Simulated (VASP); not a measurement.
# CoO (Fm-3m) in VASP: a series of runs, part 2 of 2

VASP 6.6.1. The steps go on from the part before.

## (4) Relaxation of cell and atoms, PBEsol, collinear spin, ferromagnetic start, target pressure 5 GPa, at which the enthalpy is minimised

This run uses another cell than the first one, of 9.68 Å³/atom, 0.985 times its volume.

The input, INCAR:

```
PREC = Accurate
ENCUT = 600
EDIFF = 1E-6
ISMEAR = -1
SIGMA = 0.05
LREAL = F
LASPH = T
NELM = 150
ALGO = Normal
ISIF = 3
LWAVE = F
LCHARG = F
ISPIN = 2
MAGMOM = 2 0
LORBIT = 11
LMAXMIX = 4
GGA = PS
IBRION = 2
NSW = 80
EDIFFG = -0.01
PSTRESS = 50.0
```

The input, KPOINTS:

```
regular mesh
0
Gamma
  11 11 11
```

The input, POSCAR:

```
CoO
1.0
    0.0000000000      2.1315000000      2.1315000000
    2.1315000000      0.0000000000      2.1315000000
    2.1315000000      2.1315000000      0.0000000000
Co O
1 1
Direct
    0.0000000000      0.0000000000      0.0000000000
    0.5000000000      0.5000000000      0.5000000000
```

The run is started by

```console
$ cat potpaw_PBE.64/Co/POTCAR potpaw_PBE.64/O/POTCAR > POTCAR
$ mpirun -np 1 vasp_std > vasp.out
```

It took 3.1 min on 1 thread of Intel Xeon 8259CL, shared host; peak memory 0.18 GiB.

It converged, with:

| Property | Result |
| --- | --- |
| Free energy | -13.9989 eV |
| Relaxed volume | 8.69 Å³/atom |
| Relaxed cell | a = 2.907 Å, b = 2.907 Å, c = 2.907 Å, α = 60.00°, β = 60.00°, γ = 60.00° |
| Space group after relaxing (to 0.05 Å) | Fm-3m (No. 225) |
| Energy change on relaxing (the enthalpy is what falls) | -19.4 meV/atom |
| Ionic steps | 6 |
| Pressure after relaxing | 5.1 GPa |
| Net moment | 2.41 μB per cell |
| Site moments | Co +2.17; O +0.20 μB |
| Valence electrons inside the program's atomic spheres | Co 8.03; O 4.99 |

Step by step:
| step | energy change (eV) | largest force (eV/Å) | pressure (GPa) | volume (Å³) |
| --- | --- | --- | --- | --- |
| 1 | 0.0000 | 0.0000 | -11.84 | 19.37 |
| 2 | 0.0045 | 0.0000 | 14.78 | 16.65 |
| 3 | -0.0419 | 0.0000 | 4.01 | 17.49 |
| 4 | -0.0397 | 0.0000 | 4.57 | 17.41 |
| 5 | -0.0379 | 0.0000 | 5.24 | 17.35 |
| 6 | -0.0389 | 0.0000 | 5.06 | 17.38 |

Final structure:
```yaml
crystal:
  lattice:
    - [0.00000, 2.05580, 2.05580]
    - [2.05580, 0.00000, 2.05580]
    - [2.05580, 2.05580, 0.00000]
  atoms:
    - { symbol: Co, position: [0.00000, 0.00000, 0.00000] }
    - { symbol: O, position: [0.50000, 0.50000, 0.50000] }
```

Levels at points of the mesh, in eV from the Fermi level:
Spin up:
| k point | band 6 | band 7 | band 8 | band 9 | band 10 | band 11 | band 12 |
| --- | --- | --- | --- | --- | --- | --- | --- |
| (0.00, 0.00, 0.00) | -3.11 | -3.05 | -3.05 | -3.05 | 1.46 | 16.89 | 18.83 |
Spin down:
| k point | band 3 | band 4 | band 5 | band 6 | band 7 | band 8 | band 9 | band 10 |
| --- | --- | --- | --- | --- | --- | --- | --- | --- |
| (0.00, 0.00, 0.00) | -3.35 | -3.35 | -1.39 | -1.39 | -1.39 | -0.39 | -0.39 | 1.91 |

Caveat: the cell is relaxed towards a set pressure, so the enthalpy falls and the energy may rise; the PAW data sets were made with another functional, which shifts forces and pressure a little; a cell with one magnetic atom can't hold antiferromagnetic order, which such compounds often take; semilocal functionals often make such compounds metallic where correlation or magnetic order opens a gap, which also shifts bond lengths.

## (5) Relaxation of cell and atoms, PBEsol, collinear spin, ferromagnetic start, target pressure 10 GPa, at which the enthalpy is minimised

This run uses another cell than the first one, of 9.68 Å³/atom, 0.985 times its volume.

The input, INCAR:

```
PREC     = Accurate       # precision mode
ENCUT    = 600            # plane-wave cutoff, eV
EDIFF    = 1E-7           # SCF threshold, eV
ISMEAR   = -1             # smearing method
SIGMA    = 0.05           # smearing width, eV
LREAL    = F              # projectors in reciprocal space
LASPH    = T              # aspherical terms in the spheres
NELM     = 150            # most SCF steps
ALGO     = Normal         # electronic algorithm
ISIF     = 3              # what is computed and relaxed
LWAVE    = F              # write WAVECAR
LCHARG   = F              # write CHGCAR
ISPIN    = 2              # spin polarisation
MAGMOM   = 2 0            # initial moments
LORBIT   = 11             # projections on sites
LMAXMIX  = 4              # l up to which the mixer works
GGA      = PS             # functional
IBRION   = 2              # ionic algorithm
NSW      = 80             # ionic steps
EDIFFG   = -0.01          # ionic threshold
PSTRESS  = 100.0
```

KPOINTS is that of step 4.

POSCAR is that of step 4.

Potentials or basis: VASP PAW PBE potentials, release 64 (Co, O).

The run is started by

```console
$ cat potpaw_PBE.64/Co/POTCAR potpaw_PBE.64/O/POTCAR > POTCAR
$ mpirun -np 1 vasp_std > vasp.out
```

OUTCAR:

```text
PREC = Accurate
   ENCUT = 600
   EDIFF = 1E-7
   ISMEAR = -1
   LREAL = F
   LASPH = T
   NELM = 150
   ISIF = 3
   ISPIN = 2
   LORBIT = 11
   GGA = PS
   IBRION = 2
   NSW = 80
   EDIFFG = -0.01
   PSTRESS = 100.0

 ion  position               nearest neighbor table
   1  0.000  0.000  0.000-   2 2.13   2 2.13   2 2.13   2 2.13   2 2.13   2 2.13
   2  0.500  0.500  0.500-   1 2.13   1 2.13   1 2.13   1 2.13   1 2.13   1 2.13

  LATTYP: Found a face centered cubic cell.
 ALAT       =     4.2630000000

  Lattice vectors:

 A1 = (   0.0000000000,   2.1315000000,   2.1315000000)
 A2 = (   2.1315000000,   0.0000000000,   2.1315000000)
 A3 = (   2.1315000000,   2.1315000000,   0.0000000000)

Analysis of symmetry for initial positions (statically):
[... 25 lines left out ...]
The dynamic configuration has the point symmetry O_h .
[... 1011 lines left out ...]

 Free energy of the ion-electron system (eV)
  ---------------------------------------------------
  ext. energy  EPLUGINS =         0.00000000
  ---------------------------------------------------
  free energy    TOTEN  =       -13.98032567 eV

  energy without entropy =      -13.94781695  energy(sigma->0) =      -13.96407131

 E-fermi :   9.7528     XC(G=0): -13.4281

 val. band max:        9.7460416578   @ k =   0.4545   0.2727   0.0000
 cond. band min:       9.7646781686   @ k =  -0.2727   0.2727   0.0909
 fundamental gap:      0.0186365108
 Fermi energy:         9.7527560194

 spin component 1

 k-point     1 :       0.0000    0.0000    0.0000
  band No.  band energies     occupation
      1     -11.8028      1.00000
      2       5.8738      1.00000
      3       5.8738      1.00000
      4       5.8738      1.00000
      5       6.6743      1.00000
      6       6.6743      1.00000
      7       6.7006      1.00000
      8       6.7006      1.00000
      9       6.7006      1.00000
     10      11.3749      0.00000
     11      26.7136      0.00000
     12      28.7988      0.00000
[... 742 lines left out ...]
  energy  without entropy=      -13.9478169461  energy(sigma->0) =      -13.96407131

  enthalpy is  TOTEN    =       -12.9209172936 eV   P V=        1.0594083792

 reached required accuracy - stopping structural energy minimisation

 total charge

# of ion       s       p       d       tot
------------------------------------------
    1        0.334   0.451   7.300   8.085
    2        1.551   3.446   0.000   4.997
--------------------------------------------------
tot          1.885   3.897   7.300  13.082

 magnetization (x)

# of ion       s       p       d       tot
------------------------------------------
    1        0.021   0.019   2.045   2.086
    2        0.031   0.156   0.000   0.187
--------------------------------------------------
tot          0.052   0.175   2.045   2.273
```

Wall time 2.6 min (1 thread of Intel Xeon 8259CL, shared host); peak memory 0.18 GiB.

What came out:

| Property | Result |
| --- | --- |
| Free energy | -13.9803 eV |
| Relaxed volume | 8.49 Å³/atom |
| Relaxed cell | a = 2.885 Å, b = 2.885 Å, c = 2.885 Å, α = 60.00°, β = 60.00°, γ = 60.00° |
| Space group after relaxing (to 0.05 Å) | Fm-3m (No. 225) |
| Energy change on relaxing (the enthalpy is what falls) | -10.1 meV/atom |
| Ionic steps | 4 |
| Pressure after relaxing | 10.0 GPa |
| Net moment | 2.31 μB per cell |
| Site moments | Co +2.09; O +0.19 μB |
| Valence electrons inside the program's atomic spheres | Co 8.09; O 5.00 |

The path:
```csv
step,energy change (eV),largest force (eV/Å),pressure (GPa),volume (Å³)
1,0.0000,0.0000,-11.51,19.37
2,0.0930,0.0000,25.66,15.95
3,-0.0247,0.0000,8.95,17.05
4,-0.0203,0.0000,10.00,16.97
```

Final structure:
```
Co O
1.0
     0.00000    2.03977    2.03977
     2.03977    0.00000    2.03977
     2.03977    2.03977    0.00000
Co O
1 1
Direct
  0.00000 0.00000 0.00000
  0.50000 0.50000 0.50000
```

Caveat: the cell is relaxed towards a set pressure, so the enthalpy falls and the energy may rise; the PAW data sets were made with another functional, which shifts forces and pressure a little; a cell with one magnetic atom can't hold antiferromagnetic order, which such compounds often take; semilocal functionals often make such compounds metallic where correlation or magnetic order opens a gap, which also shifts bond lengths.

## (6) Summary

| task | level | cell | cutoff (eV) | gap on the mesh (eV) | pressure (GPa) | moment (μB) |
| --- | --- | --- | --- | --- | --- | --- |
| single point | revPBE | a = 3.029 Å, angles 60.0°, 2 atoms | 520 | none | -0.3 | 2.95 |
| relaxation of cell and atoms | PBEsol | relaxed from a = 3.014 Å, angles 60.0°, 2 atoms | 600 | none | 0.0 | 2.75 |
| relaxation of cell and atoms | PBEsol | relaxed to 5 GPa from a = 3.014 Å, angles 60.0°, 2 atoms | 600 | none | 5.1 | 2.41 |
| relaxation of cell and atoms | PBEsol | relaxed to 10 GPa from a = 3.014 Å, angles 60.0°, 2 atoms | 600 | none | 10.0 | 2.31 |

Alike in all rows: potentials or basis VASP PAW PBE potentials, release 64 (Co, O); spin collinear, ferromagnetic start; k mesh 11 × 11 × 11; smearing fermi-dirac 0.05 eV.

Caveats: the PAW data sets were made with another functional, which shifts forces and pressure a little; a cell with one magnetic atom can't hold antiferromagnetic order, which such compounds often take; semilocal functionals often make such compounds metallic where correlation or magnetic order opens a gap, which also shifts bond lengths; the cell is relaxed towards a set pressure, so the enthalpy falls and the energy may rise (some runs).

Total energies depend on the potentials used, so only differences within one code and one set of settings carry meaning.
